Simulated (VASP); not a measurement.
The system is Yb.

```
CELL_PARAMETERS angstrom
-1.77860 1.77860 1.77860
1.77860 -1.77860 1.77860
1.77860 1.77860 -1.77860
ATOMIC_POSITIONS crystal
Yb 0.00000 0.00000 0.00000
```

Base run:

| Property | Result |
| --- | --- |
| Program | VASP 6.6.1 |
| Functional | PBE |
| Potentials or basis | VASP PAW PBE potentials, release 64 (Yb) |
| Cutoff | 520 eV |
| k mesh | 14 × 14 × 14, shifted |
| Occupations | fermi-dirac, width 0.08 eV |
| Spin | no spin polarisation |

Its results: band gap on the k mesh zero (band 12 reaches 4.07 eV, above the bottom of band 13 at 2.85 eV); pressure 19.4 GPa.

Q: The run is repeated on the same cell with these changes: k mesh from 14 × 14 × 14, shifted to 14 × 14 × 14; further incar settings from ALGO = Normal; EDIFF = 1e-07; NBANDS = 18 to ALGO = Normal; EDIFF = 1e-06; NBANDS = 18. What comes out?

A: Band gap on the k mesh zero (band 12 reaches 3.89 eV, above the bottom of band 13 at 2.83 eV); pressure 18.2 GPa.

Caveats: spin-orbit coupling is left out, which moves the levels of the heavy elements.
